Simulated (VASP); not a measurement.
Here is a VASP 6.6.1 calculation.

The input INCAR:

```
PREC = Accurate ; ENCUT = 600
EDIFF = 1E-6 ; ISMEAR = 0
SIGMA = 0.15 ; LREAL = F
LASPH = T ; NELM = 60
ALGO = Normal ; ISIF = 3
LWAVE = F ; LCHARG = F
IBRION = 2 ; NSW = 100
EDIFFG = -0.01
```

File KPOINTS:

```
regular mesh
0
Gamma
  12 12 8
```

POSCAR

```
Si
1.0
    2.6510666862      0.0000000000      0.0000000000
   -1.3255333431      2.2958910974      0.0000000000
    0.0000000000      0.0000000000      4.5417424135
Si
2
Direct
    0.3238790356      0.6375649606      0.2376999167
    0.6761209644      0.3624350394      0.7623000833
```

Potentials or basis: VASP PAW LDA potentials, release 64 (Si).

Run with:

```console
$ cat potpaw_LDA.64/Si/POTCAR > POTCAR
$ mpirun -np 1 vasp_std > vasp.out
```

(1) Predict the relaxed cell.

(2) Predict the relaxed volume.

(3) What does it give for the space group after relaxing (to 0.1 Å)?

(4) Estimate the band gap on the k mesh.

## Answers

(1) a = 2.690 Å, b = 2.580 Å, c = 4.931 Å, α = 90.00°, β = 90.00°, γ = 121.46°.

(2) 14.60 Å³/atom.

(3) Cmmm (No. 65).

(4) zero (bands 4 and 5 overlap by 10.63 eV).
